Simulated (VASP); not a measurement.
Zr:

```xyz
1
Lattice="0.0000 2.2646 2.2646 2.2646 0.0000 2.2646 2.2646 2.2646 0.0000" Properties=species:S:1:pos:R:3 pbc="T T T"
Zr    0.0000    0.0000    0.0000
```

Program: VASP 6.6.1. Alike in all runs: task single point; cell as given.

Q: Order these runs on this cell by their pressure, lowest first.
A. level LDA; potentials or basis VASP PAW LDA potentials, release 64 (Zr_sv); spin off; k mesh 10 × 10 × 10; cutoff (eV) 520; smearing gaussian 0.1 eV
B. level PBE+U; potentials or basis VASP PAW PBE potentials, release 64 (Zr_sv); spin collinear, ferromagnetic start; U Zr d U = 0.75 eV; k mesh 4 × 4 × 4; cutoff (eV) 500; smearing gaussian 0.1 eV
C. level PBE; potentials or basis VASP PAW PBE potentials, release 64 (Zr_sv); spin off; k mesh 2 × 2 × 2; cutoff (eV) 500; smearing gaussian 0.1 eV
D. level PBE; potentials or basis VASP PAW PBE potentials, release 64 (Zr_sv); spin off; k mesh 10 × 10 × 10; cutoff (eV) 500; smearing tetrahedron
E. level PBE+D3(BJ); potentials or basis VASP PAW PBE potentials, release 64 (Zr_sv); spin off; k mesh 10 × 10 × 10; cutoff (eV) 500; smearing gaussian 0.1 eV

A: C (-23.1 GPa), A (-6.5 GPa), E (-3.7 GPa), D (-0.1 GPa), B (2.7 GPa).

Caveats: some runs use coarse meshes; tetrahedron occupations give inexact forces and stress in metals (some runs); the U is typed as a test and isn't derived for this compound (some runs); pairwise dispersion overbinds metals, which lowers pressure and volume (some runs).
